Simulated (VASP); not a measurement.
## Ti: single point with r2SCAN

Ti:

```
CELL_PARAMETERS angstrom
2.93582 0.00000 0.00000
-1.46791 2.54250 0.00000
0.00000 0.00000 4.63673
ATOMIC_POSITIONS crystal
Ti 0.00000 0.00000 0.00000
Ti 0.33333 0.66667 0.50000
```

```
Program             : VASP 6.6.1
Task                : single point
Functional          : r2SCAN
Potentials or basis : VASP PAW PBE potentials, release 64 (Ti_sv)
Cutoff              : 520 eV
k mesh              : 18 × 18 × 10
Occupations         : gaussian, width 0.1 eV
Spin                : no spin polarisation
```

The pressure is 0.3 GPa. The band gap on the k mesh is zero (bands 12 and 13 overlap by 1.23 eV).

Levels at points of the mesh, in eV from the Fermi level:
| k point | band 9 | band 10 | band 11 | band 12 | band 13 | band 14 | band 15 | band 16 |
| --- | --- | --- | --- | --- | --- | --- | --- | --- |
| (0.00, 0.00, 0.00) | -6.64 | -2.88 | 0.59 | 0.86 | 0.86 | 0.98 | 1.39 | 1.39 |
| (0.50, 0.00, 0.00) | -2.54 | -2.30 | -1.96 | -0.86 | 0.59 | 0.70 | 1.27 | 3.54 |
| (0.00, 0.00, 0.50) | -4.69 | -4.69 | 0.06 | 0.06 | 0.77 | 0.77 | 0.77 | 0.77 |
| (0.50, 0.00, 0.50) | -2.70 | -2.70 | -0.88 | -0.88 | 1.24 | 1.24 | 1.90 | 1.90 |

Wall time 8.2 min on 1 thread of Intel(R) Xeon(R) Platinum 8488C (Sapphire Rapids), with other jobs on the host, peak memory 0.24 GiB.

Caveat: the PAW data sets were made with another functional, which shifts forces and pressure a little.
